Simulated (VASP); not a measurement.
Wanted: the native input for a VASP 6.6.1 run.

| Item | Value |
| --- | --- |
| Task | single point |
| Functional | PBE |
| Potentials or basis | VASP PAW PBE potentials, release 64 (Li_sv, Si, Ni) |
| Cutoff | 520 eV |
| k mesh | 6 × 6 × 2 |
| Occupations | gaussian, width 0.1 eV |
| Spin | no spin polarisation |
| Dipole correction | no |
| Further INCAR settings | ALGO = Normal; EDIFF = 1e-06; NBANDS = 46 |

The structure of LiSi2Ni6 lies in POSCAR:

```
LiSi2Ni6
1.0
    3.8629494641      0.0000000000      0.0000000000
   -1.9314747321      3.3454123695      0.0000000000
    0.0000000000      0.0000000000      7.6268173317
Li Si Ni
1 2 6
Direct
    0.0000000000      0.0000000000      0.0000000000
    0.0000000000      0.0000000000      0.3216848847
    0.0000000000      0.0000000000      0.6783151153
    0.3333333333      0.6666666667      0.0977483559
    0.3333333333      0.6666666667      0.4221414010
    0.3333333333      0.6666666667      0.7637207204
    0.6666666667      0.3333333333      0.2362792796
    0.6666666667      0.3333333333      0.5778585990
    0.6666666667      0.3333333333      0.9022516441
```

These files were run (other wordings do the same):

INCAR

```
SYSTEM = LiSi2Ni6
ALGO = Normal ; EDIFF = 1E-6
ENCUT = 520 ; GGA = PE
ISIF = 2 ; ISMEAR = 0
LASPH = .TRUE. ; LCHARG = .FALSE.
LREAL = .FALSE. ; LWAVE = .FALSE.
NBANDS = 46 ; NELM = 100
PREC = Accurate ; SIGMA = 0.1
```

KPOINTS

```
k-points
0
G
  6 6 2
  0 0 0
```

Potentials or basis: VASP PAW PBE potentials, release 64 (Li_sv, Si, Ni).

Run with:

```bash
$ cat potpaw_PBE.64/Li_sv/POTCAR potpaw_PBE.64/Si/POTCAR potpaw_PBE.64/Ni/POTCAR > POTCAR
$ mpirun -np 1 vasp_std > vasp.out
```

It gave:

```yaml
Largest_force: 0.054 eV/Å
Band_gap_on_the_k_mesh: zero (an odd number of electrons rules out a gap without spin polarisation)
```

Caveat: the k points lie up to 0.41 Å⁻¹ apart, too coarse for converged energies and pressures of a metal.

It took 2.5 min on 1 thread of Oxide Virtual Turin-like Processor, on a shared host, peak memory 0.2 GiB.
